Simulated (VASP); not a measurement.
# SnO2 (I4/mmm) in VASP: further runs

The runs below take SnO2 through single point, with r2SCAN.

Program: VASP 6.6.1. These are calculated values, not measurements. Logs are shortened: lines on timing, memory, paths and dates and some standing lists are left out, and cuts for length are marked.

## (1) The cell of the first run

The structure is tetragonal, space group I4/mmm (No. 139). The conventional cell has a = 3.601 Å, b = 3.601 Å, c = 5.062 Å, α = 90.00°, β = 90.00°, γ = 90.00°. Within 2.9 Å of Sn (site symmetry 4/mmm) lie 8 O at 2.20 Å. O (site symmetry -4m2) has 4 Sn at 2.20 Å and 6 O at 2.53 to 2.55 Å within 2.9 Å.

## (2) Single point, r2SCAN (epitaxial xy strain +0.5%)

POSCAR reads:

```
SnO2
1.0
    0.0000000000      2.5461343061      2.5309628008
    2.5461343061      0.0000000000      2.5309628008
    2.5461343061      2.5461343061      0.0000000000
Sn O
1 2
Direct
    0.0000000000      0.0000000000      0.0000000000
    0.2500000000      0.2500000000      0.2500000000
    0.7500000000      0.7500000000      0.7500000000
```

INCAR.step1 reads:

```
SYSTEM = SnO2
PREC = Accurate
ENCUT = 520
ISMEAR = 0
SIGMA = 0.01
LREAL = .FALSE.
LASPH = .TRUE.
NELM = 100
NBANDS = 20
GGA = PE
ALGO = Normal
EDIFF = 1E-4
LWAVE = .TRUE.
LCHARG = .FALSE.
```

INCAR.step2 reads:

```
SYSTEM = SnO2
PREC = Accurate
ENCUT = 520
EDIFF = 1E-6
ISMEAR = 0
SIGMA = 0.01
LREAL = .FALSE.
LASPH = .TRUE.
NELM = 100
ALGO = Normal
ISIF = 2
LWAVE = .FALSE.
LCHARG = .TRUE.
METAGGA = R2SCAN
LMIXTAU = .TRUE.
LELF = .TRUE.
LVHAR = .TRUE.
NBANDS = 20
ISTART = 1
```

KPOINTS reads:

```
regular mesh
0
G
  8 8 8
  0 0 0
```

Potentials or basis: VASP PAW PBE potentials, release 64 (Sn_d, O).

Command:

```bash
cat potpaw_PBE.64/Sn_d/POTCAR potpaw_PBE.64/O/POTCAR > POTCAR
cp INCAR.step1 INCAR
mpirun -np 1 vasp_std > vasp.out
cp INCAR.step2 INCAR
mpirun -np 1 vasp_std > vasp.out
```

OUTCAR:

```text
SYSTEM = SnO2
   PREC = Accurate
   ENCUT = 520
   EDIFF = 1E-6
   ISMEAR = 0
   LREAL = .FALSE.
   LASPH = .TRUE.
   NELM = 100
   ISIF = 2
   METAGGA = R2SCAN
   ISTART = 1

 ion  position               nearest neighbor table
   1  0.000  0.000  0.000-   3 2.20   2 2.20   3 2.20   2 2.20   3 2.20   3 2.20   2 2.20   2 2.20

   2  0.250  0.250  0.250-   1 2.20   1 2.20   1 2.20   1 2.20
   3  0.750  0.750  0.750-   1 2.20   1 2.20   1 2.20   1 2.20

  LATTYP: Found a body centered tetragonal cell.
 ALAT       =     3.6007776673
 C/A-ratio  =     1.4057867687

  Lattice vectors:

 A1 = (   0.0000000000,  -2.5461343061,  -2.5309628008)
 A2 = (   0.0000000000,   2.5461343061,  -2.5309628008)
 A3 = (   2.5461343061,   0.0000000000,   2.5309628008)

Analysis of symmetry for initial positions (statically):
=====================================================================
 Subroutine PRICEL returns:
 Original cell was already a primitive cell.

 Routine SETGRP: Setting up the symmetry group for a
 body centered tetragonal supercell.

 Subroutine GETGRP returns: Found 16 space group operations
 (whereof 16 operations were pure point group operations)
 out of a pool of 16 trial point group operations.

The static configuration has the point symmetry D_4h.

Analysis of symmetry for dynamics (positions and initial velocities):
=====================================================================
 Subroutine PRICEL returns:
 Original cell was already a primitive cell.

 Routine SETGRP: Setting up the symmetry group for a
 body centered tetragonal supercell.

 Subroutine GETGRP returns: Found 16 space group operations
 (whereof 16 operations were pure point group operations)
 out of a pool of 16 trial point group operations.

The dynamic configuration has the point symmetry D_4h.

 Subroutine INISYM returns: Found 16 space group operations
 (whereof 16 operations are pure point group operations),
 and found     1 'primitive' translations

----------------------------------------------------------------------------------------

                                     Primitive cell

  volume of cell :      32.8155

  direct lattice vectors                    reciprocal lattice vectors
     0.000000000  2.546134306  2.530962801    -0.196376129  0.196376129  0.197553279
     2.546134306  0.000000000  2.530962801     0.196376129 -0.196376129  0.197553279
     2.546134306  2.546134306  0.000000000     0.196376129  0.196376129 -0.197553279

  length of vectors
     3.590065822  3.590065822  3.600777667     0.340814416  0.340814416  0.340814416

  position of ions in fractional coordinates (direct lattice)
     0.000000000  0.000000000  0.000000000
     0.250000000  0.250000000  0.250000000
     0.750000000  0.750000000  0.750000000

  ion indices of the primitive-cell ions
   primitive index   ion index
                 1           1
                 2           2
                 3           3

----------------------------------------------------------------------------------------

 KPOINTS: regular mesh

Automatic generation of k-mesh.
 Grid dimensions read from file:
 generate k-points for:    8    8    8

 Generating k-lattice:

  Cartesian coordinates                     Fractional coordinates (reciprocal lattice)
    -0.024547016  0.024547016  0.024694160     0.125000000  0.000000000  0.000000000
     0.024547016 -0.024547016  0.024694160     0.000000000  0.125000000  0.000000000
     0.024547016  0.024547016 -0.024694160     0.000000000  0.000000000  0.125000000

  Length of vectors
     0.042601802  0.042601802  0.042601802

  Shift w.r.t. Gamma in fractional coordinates (k-lattice)
     0.000000000  0.000000000  0.000000000

 Subroutine IBZKPT returns following result:
 ===========================================

 Found     59 irreducible k-points:

 Following reciprocal coordinates:
            Coordinates               Weight
  0.000000  0.000000  0.000000      1.000000
  0.125000  0.000000  0.000000      8.000000
  0.250000  0.000000  0.000000      8.000000
  0.375000  0.000000  0.000000      8.000000
  0.500000  0.000000  0.000000      4.000000
  0.125000  0.125000  0.000000      2.000000
[... 16 lines left out ...]
  0.250000  0.000000  0.125000     16.000000
  0.375000  0.000000  0.125000     16.000000
 [... further k-points ...]
   k-points           NKPTS =     59   k-points in BZ     NKDIM =     59   number of bands    NBANDS=     20
   number of dos      NEDOS =    301   number of ions     NIONS =      3
   total plane-waves  NPLWV =  21952
   dimension x,y,z NGX =    28 NGY =   28 NGZ =   28
   dimension x,y,z NGXF=    56 NGYF=   56 NGZF=   56
   ions per type =               1   2
   NGX,Y,Z   is equivalent  to a cutoff of  12.97, 12.97, 12.93 a.u.
   NGXF,Y,Z  is equivalent  to a cutoff of  25.93, 25.93, 25.85 a.u.
 SYSTEM =  SnO2
   PREC   = accura    normal or accurate (medium, high low for compatibility)
   ISTART =      1    job   : 0-new  1-cont  2-samecut
   ICHARG =      0    charge: 1-file 2-atom 10-const
   ISPIN  =      1    spin polarized calculation?
   LNONCOLLINEAR =      F non collinear calculations
   LSORBIT =      F    spin-orbit coupling
   LASPH  =      T    aspherical Exc in radial PAW
   ENCUT  =  520.0 eV  38.22 Ry    6.18 a.u.   6.68  6.68  6.70*2*pi/ulx,y,z
   NELM   =    100;   NELMIN=  2; NELMDL=  0     # of ELM steps
   EDIFF  = 0.1E-05   stopping-criterion for ELM
   LREAL  =      F    real-space projection
   EDIFFG = 0.1E-04   stopping-criterion for IOM
   NSW    =      0    number of steps for IOM
   IBRION =     -1    ionic relax: 0-MD 1-quasi-New 2-CG
   NFREE  =      0    steps in history (QN), initial steepest desc. (CG)
   ISIF   =      2    stress and relaxation
   ISYM   =      2    0-nonsym 1-usesym 2-fastsym
   POTIM  = 0.5000    time-step for ionic-motion
   TEBEG  =    0.0;   TEEND  =   0.0 temperature during run
   PSTRESS=    0.0 pullay stress
   NELECT =      26.0000    total number of electrons
   NUPDOWN=      -1.0000    fix difference up-down
   EMIN   =  10.00;   EMAX   =-10.00  energy-range for DOS
   EFERMI =   0.00;   METHOD = LEGACY
   ISMEAR =     0;   SIGMA  =   0.01  broadening in eV -4-tet -1-fermi 0-gaus
   EFERMI_NEDOS =   21; number of points for ismear=-14 and -15
   IALGO  =     38    algorithm
   IMIX   =      4    mixing-type and parameters
     AMIX     =   0.40;   BMIX     =  1.00
     AMIX_MAG =   1.60;   BMIX_MAG =  1.00
  volume/ion in A,a.u.               =      10.94        73.82
  Fermi-wavevector in a.u.,A,eV,Ry     =   1.514862  2.862675 31.222755  2.294808
  Thomas-Fermi vector in A             =   2.624463
   LORBIT       =      0    0 simple, 1 ext, 2 COOP (PROOUT), +10 PAW based schemes
   METAGGA = R2SCAN    functional components
   LHFCALC =     F    Hartree Fock is set to
   AEXX    =    0.0000 exact exchange contribution
   IVDW    =     0    specifies the selected vdW correction
   LEPSILON=     F    determine dielectric tensor
   LRPA    =     F    only Hartree local field effects (RPA)
 non-spin polarized calculation
 Gauss-broadening in eV      SIGMA  =   0.01
  energy-cutoff  :      520.00
  volume of cell :       32.82
 maximum number of plane-waves:       903
   NGX = 13   NGY = 13   NGZ = 13

 number of electron      25.9999984 magnetization

 Free energy of the ion-electron system (eV)
  ---------------------------------------------------
  ext. energy  EPLUGINS =         0.00000000
  ---------------------------------------------------
  free energy    TOTEN  =       -41.48150114 eV

  energy without entropy =      -41.48150114  energy(sigma->0) =      -41.48150114

 E-fermi :   7.6574     XC(G=0): -12.7130

 val. band max:        7.5929412293   @ k =  -0.2500   0.5000   0.2500
 cond. band min:       8.3386823526   @ k =   0.0000   0.0000   0.0000
 fundamental gap:      0.7457411234
 Fermi energy:         7.6574395838

 k-point     1 :       0.0000    0.0000    0.0000
  band No.  band energies     occupation
      1     -13.5808      2.00000
      2     -13.5807      2.00000
      3     -13.5743      2.00000
      4     -13.4003      2.00000
      5     -13.3969      2.00000
      6     -13.0309      2.00000
[... 12 lines left out ...]
     19      23.6942      0.00000
     20      23.8622      0.00000

 k-point     2 :       0.1250    0.0000    0.0000
  band No.  band energies     occupation
      1     -13.6632      2.00000
      2     -13.5684      2.00000
      3     -13.5641      2.00000
      4     -13.4008      2.00000
      5     -13.3973      2.00000
      6     -12.8636      2.00000
[... 12 lines left out ...]
     19      23.7481      0.00000
     20      23.9070      0.00000

 k-point     3 :       0.2500    0.0000    0.0000
  band No.  band energies     occupation
      1     -13.8841      2.00000
      2     -13.5438      2.00000
      3     -13.5398      2.00000
      4     -13.3966      2.00000
      5     -13.3926      2.00000
      6     -12.3380      2.00000
[... 12 lines left out ...]
     19      23.9929      0.00000
     20      24.4266      0.00000

 k-point     4 :       0.3750    0.0000    0.0000
  band No.  band energies     occupation
      1     -14.0936      2.00000
      2     -13.5289      2.00000
      3     -13.5255      2.00000
      4     -13.3820      2.00000
      5     -13.3776      2.00000
      6     -11.5560      2.00000
[... 12 lines left out ...]
     19      23.9348      0.00000
     20      24.3792      0.00000

 k-point     5 :       0.5000    0.0000    0.0000
  band No.  band energies     occupation
      1     -14.1758      2.00000
      2     -13.5258      2.00000
      3     -13.5227      2.00000
      4     -13.3727      2.00000
      5     -13.3682      2.00000
      6     -10.9581      2.00000
[... 12 lines left out ...]
     19      23.7766      0.00000
     20      23.9874      0.00000
[... 353 lines left out ...]
      6     -11.3099      2.00000
[... 12 lines left out ...]
     19      25.8104      0.00000
     20      26.4445      0.00000

 k-point    22 :       0.1250    0.0000    0.1250
  band No.  band energies     occupation
      1     -13.6909      2.00000
      2     -13.5569      2.00000
      3     -13.5513      2.00000
      4     -13.4073      2.00000
      5     -13.3929      2.00000
      6     -12.8298      2.00000
[... 12 lines left out ...]
     19      23.8996      0.00000
     20      24.0521      0.00000

 k-point    23 :       0.2500    0.0000    0.1250
  band No.  band energies     occupation
      1     -13.8313      2.00000
      2     -13.5685      2.00000
      3     -13.5278      2.00000
      4     -13.4145      2.00000
      5     -13.3858      2.00000
      6     -12.4380      2.00000
[... 12 lines left out ...]
     19      24.2412      0.00000
     20      25.3950      0.00000

 k-point    24 :       0.3750    0.0000    0.1250
  band No.  band energies     occupation
      1     -14.0133      2.00000
      2     -13.5932      2.00000
      3     -13.5098      2.00000
      4     -13.4121      2.00000
      5     -13.3746      2.00000
      6     -11.7211      2.00000
[... 12 lines left out ...]
     19      24.3617      0.00000
     20      26.3005      0.00000

 [... further k-points ...]
[... 5 lines left out ...]
  --------------------------------------------------------------------------------------
  -------------------------------------------------------------------------------------
  Total       -0.3356873     -0.3356873      0.2598832      0.0000000      0.0000000      0.0000000
  in kB      -16.3895555    -16.3895555     12.6885058      0.0000000      0.0000000      0.0000000
  external PRESSURE =      -6.6968684 kB  Pullay stress =       0.0000000 kB

 VOLUME and BASIS-vectors are now :
 -----------------------------------------------------------------------------
  energy-cutoff  :      520.00
  volume of cell :       32.82
      direct lattice vectors                 reciprocal lattice vectors
     0.000000000  2.546134306  2.530962801    -0.196376129  0.196376129  0.197553279
     2.546134306  0.000000000  2.530962801     0.196376129 -0.196376129  0.197553279
     2.546134306  2.546134306  0.000000000     0.196376129  0.196376129 -0.197553279

 POSITION                                       TOTAL-FORCE (eV/Angst)
 -----------------------------------------------------------------------------------
      0.00000      0.00000      0.00000        -0.000000     -0.000000      0.000000
      1.27307      1.27307      1.26548         0.000000      0.000000      0.000000
      3.81920      3.81920      3.79644        -0.000000     -0.000000     -0.000000
 -----------------------------------------------------------------------------------
    total drift:                                0.000000      0.000000      0.000000

  FREE ENERGIE OF THE ION-ELECTRON SYSTEM (eV)
  ---------------------------------------------------
  free  energy   TOTEN  =       -41.4815011445 eV

  energy  without entropy=      -41.4815011445  energy(sigma->0) =      -41.48150114
```

It took 3.4 min on 1 thread of AMD EPYC 7R43 (Zen 3), shared host; peak memory 0.15 GiB.

Results:

```yaml
Free_energy: -41.4815 eV
Pressure: -0.7 GPa
Band_gap_on_the_k_mesh: 0.75 eV, indirect (least direct gap 2.11 eV)
```

Stress tensor (GPa, compression positive):
```
-1.64  0.00  0.00
 0.00 -1.64  0.00
 0.00  0.00  1.27
```

Caveat: the cell differs from its parent crystal (epitaxial xy strain +0.5%); the PAW data sets were made with another functional, which shifts forces and pressure a little; spin-orbit coupling is left out, which moves the levels of the heavy elements.

## (3) Single point, r2SCAN (uniaxial x strain +5.0%)

POSCAR reads:

```
SnO2
1.0
    0.0000000000      2.5334669712      2.5334669712
    2.6601403198      0.0000000000      2.5334669712
    2.6601403198      2.5334669712      0.0000000000
Sn O
1 2
Direct
    0.0000000000      0.0000000000      0.0000000000
    0.2500000000      0.2500000000      0.2500000000
    0.7500000000      0.7500000000      0.7500000000
```

INCAR.step1 reads:

```
SYSTEM = SnO2
PREC = Accurate ; ENCUT = 520
ISMEAR = -1 ; SIGMA = 0.02
LREAL = .False. ; LASPH = .True.
NELM = 100 ; NBANDS = 20
GGA = PE ; ALGO = Normal
EDIFF = 1E-4 ; LWAVE = .True.
LCHARG = .False.
```

INCAR.step2 reads:

```
SYSTEM = SnO2
PREC = Accurate ; ENCUT = 520
EDIFF = 1E-6 ; ISMEAR = -1
SIGMA = 0.02 ; LREAL = .False.
LASPH = .True. ; NELM = 100
ALGO = Normal ; ISIF = 2
LWAVE = .False. ; LCHARG = .False.
METAGGA = R2SCAN ; LMIXTAU = .True.
NBANDS = 20 ; ISTART = 1
```

KPOINTS reads:

```
Automatic mesh
0
Gamma
  8 8 8
  0 0 0
```

Potentials or basis: VASP PAW PBE potentials, release 64 (Sn_d, O).

Command:

```bash
cat potpaw_PBE.64/Sn_d/POTCAR potpaw_PBE.64/O/POTCAR > POTCAR
cp INCAR.step1 INCAR
mpirun -np 1 vasp_std > vasp.out
cp INCAR.step2 INCAR
mpirun -np 1 vasp_std > vasp.out
```

It took 2.8 min on 1 thread of AMD EPYC 7R43 (Zen 3), shared host; peak memory 0.15 GiB.

It converged, with:

| Item | Value |
| --- | --- |
| Free energy | -41.3677 eV |
| Pressure | -8.5 GPa |
| Band gap on the k mesh | 0.08 eV, indirect (least direct gap 1.34 eV) |

Stress tensor (GPa, compression positive):
```
-23.29   0.00   0.00
  0.00  -1.07   0.00
  0.00   0.00  -1.07
```

Levels at points of the mesh, in eV from the valence-band top:
```tsv
k point	band 10	band 11	band 12	band 13	band 14	band 15	band 16	band 17
(0.00, 0.00, 0.00)	-2.94	-2.08	-1.27	-1.27	0.08	7.39	7.39	7.72
(0.50, 0.00, 0.00)	-3.56	-3.31	-2.35	-2.20	4.81	8.07	10.67	10.83
(0.50, 0.50, 0.00)	-5.55	-0.75	-0.15	-0.11	3.12	7.18	10.07	12.35
(0.00, 0.50, 0.50)	-5.38	-0.61	-0.27	-0.27	3.85	7.79	9.85	12.37
```

Caveat: the cell differs from its parent crystal (uniaxial x strain +5.0%); the PAW data sets were made with another functional, which shifts forces and pressure a little; spin-orbit coupling is left out, which moves the levels of the heavy elements. A k mesh can miss the band edges.
